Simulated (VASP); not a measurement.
A run of VASP 6.6.1 is set up as follows.

File INCAR:

```
SYSTEM = Ta2C
ALGO     = Normal         ! electronic algorithm
EDIFF    = 1E-6           ! SCF threshold, eV
ENCUT    = 520            ! plane-wave cutoff, eV
GGA      = PS             ! functional
ISIF     = 2              ! what is computed and relaxed
ISMEAR   = 0              ! smearing method
LASPH    = .True.         ! aspherical terms in the spheres
LCHARG   = .False.        ! write CHGCAR
LREAL    = .False.        ! projectors in reciprocal space
LWAVE    = .False.        ! write WAVECAR
NBANDS   = 20             ! bands
NELM     = 80             ! most SCF steps
PREC     = Accurate       ! precision mode
SIGMA    = 0.1            ! smearing width, eV
```

KPOINTS

```
k-points
0
Gamma
  18 18 10
  0 0 0
```

Contents of POSCAR:

```
Ta2C
1.0
    3.0875624448      0.0000000000      0.0000000000
   -1.5437812224      2.6739075130      0.0000000000
    0.0000000000      0.0000000000      4.9702910981
Ta C
2 1
Direct
    0.3333333333      0.6666666667      0.2528761937
    0.6666666667      0.3333333333      0.7471238063
    0.0000000000      0.0000000000      0.0000000000
```

Potentials or basis: VASP PAW PBE potentials, release 64 (Ta_pv, C).

Launch:

```bash
$ cat potpaw_PBE.64/Ta_pv/POTCAR potpaw_PBE.64/C/POTCAR > POTCAR
$ mpirun -np 1 vasp_std > vasp.out
```

(1) What does it give for the pressure?

(2) Estimate the band gap on the k mesh.

(3) Predict the largest force.

## Answers

(1) -1.0 GPa.

(2) zero (bands 13 and 14 overlap by 0.74 eV).

(3) 0.027 eV/Å.

Caveat: the cell differs from its parent crystal (uniaxial strain along c: +1.0 %); the PAW data sets were made with another functional, which shifts forces and pressure a little; spin-orbit coupling is left out, which moves the levels of the heavy elements.
